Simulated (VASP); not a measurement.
Write the native input for VASP 6.6.1 that does the following.

```yaml
Task: single point
Functional: PBE
Potentials_or_basis: VASP PAW PBE potentials, release 64 (Na_pv, I)
Cutoff: 520 eV
k_mesh: 6 × 6 × 6
Occupations: fermi-dirac, width 0.02 eV
Spin: no spin polarisation
Dipole_correction: no
Further_INCAR_settings: ALGO = Normal; EDIFF = 1e-07; NBANDS = 14
```

The structure of NaI lies in POSCAR:

```
NaI
1.0
    4.0868681806      0.0463314874      0.0463314874
    0.0463314874      4.0868681806      0.0463314874
    0.0463314874      0.0463314874      4.0868681806
Na I
1 1
Direct
    0.0000000000      0.0000000000      0.0000000000
    0.5000000000      0.5000000000      0.5000000000
```

This cell differs from its parent crystal: strain along [111] +3.4%.

These files were run (other wordings do the same):

INCAR

```
SYSTEM = NaI
ALGO = Normal ; EDIFF = 1E-7
ENCUT = 520 ; GGA = PE
ISIF = 2 ; ISMEAR = -1
LASPH = .True. ; LCHARG = .False.
LREAL = .False. ; LWAVE = .False.
NBANDS = 14 ; NELM = 100
PREC = Accurate ; SIGMA = 0.02
```

KPOINTS

```
k-points
0
Gamma
  6 6 6
  0 0 0
```

Potentials or basis: VASP PAW PBE potentials, release 64 (Na_pv, I).

Run with:

```bash
$ cat potpaw_PBE.64/Na_pv/POTCAR potpaw_PBE.64/I/POTCAR > POTCAR
$ mpirun -np 1 vasp_std > vasp.out
```

It gave:

The pressure is -0.3 GPa and the band gap on the k mesh is 2.26 eV (least direct gap 2.79 eV).

Caveat: the cell differs from its parent crystal (strain along [111] +3.4%); spin-orbit coupling is left out, which moves the levels of the heavy elements.

Run time: 25 s on 1 thread of Intel(R) Xeon(R) Platinum 8259CL CPU @ 2.50GHz (Skylake/Cascade Lake), with other jobs on the host, peak memory 0.18 GiB.
